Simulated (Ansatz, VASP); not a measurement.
C: VASP beside Ansatz

The input INCAR:

```
SYSTEM = C
  PREC = Accurate
  ENCUT = 520
  EDIFF = 1E-8
  ISMEAR = -1
  SIGMA = 0.08
  LREAL = .FALSE.
  LASPH = .TRUE.
  NELM = 100
  ALGO = Normal
  ISIF = 2
  LWAVE = .FALSE.
  LCHARG = .FALSE.
  GGA = PE
  LEFG = .TRUE.
  NBANDS = 11
```

KPOINTS

```
Automatic mesh
0
G
  20 20 20
  0 0 0
```

Contents of POSCAR:

```
C
1.0
    0.0000000000      1.7834000000      1.8190680000
    1.7834000000      0.0000000000      1.8190680000
    1.7834000000      1.7834000000      0.0000000000
C
2
Direct
    0.5000000000      0.5000000000      0.5000000000
    0.7500000000      0.7500000000      0.7500000000
```

Input for Ansatz:

```yaml
crystal:
  lattice:
    - [0.0, 1.7834, 1.819068]
    - [1.7834, 0.0, 1.819068]
    - [1.7834, 1.7834, 0.0]
  atoms:
    - { symbol: C, position: [0.5, 0.5, 0.5] }
    - { symbol: C, position: [0.75, 0.75, 0.75] }
kpoints:
  mp_grid: { grid: [20, 20, 20] }
scf:
  occupations: { method: fermi_dirac, width: 0.08 }
hamiltonian:
  xc: pbe
  pseudopotentials: { kind: all_electron, datasets: crystal }
output:
  forces: true
  stress: true
  eigenvalues: true
  efg: { contact_densities: true }
```

Change from the starting cell: zz strain of +2 %, crystal datasets.

Alike in both runs: task electric field gradients; functional PBE; k mesh 20 × 20 × 20; occupations fermi-dirac, width 0.08 eV; no spin polarisation.

```csv
,VASP,Ansatz
version,VASP 6.6.1,Ansatz 0.2.0
potentials or method,"VASP PAW PBE potentials, release 64 (C), cutoff 520 eV","all-electron PAW with datasets made for the crystal, scalar-relativistic"
```

|  | VASP | Ansatz | Ansatz less VASP |
| --- | --- | --- | --- |
| gap on the k mesh at the Fermi level (eV) | 3.84 | 3.85 | +0.008 |
| pressure (GPa) | -6.0 | -6.7 | -0.64 |
| traceless stress, the component that is largest in VASP (GPa) | -12.26 | -12.28 | -0.018 |
| size of Vzz on the site where it differs most (V/Å²) | 0.8 | 0.9 | +0.10 |

Ansatz ran all-electron here, and VASP with PAW potentials.
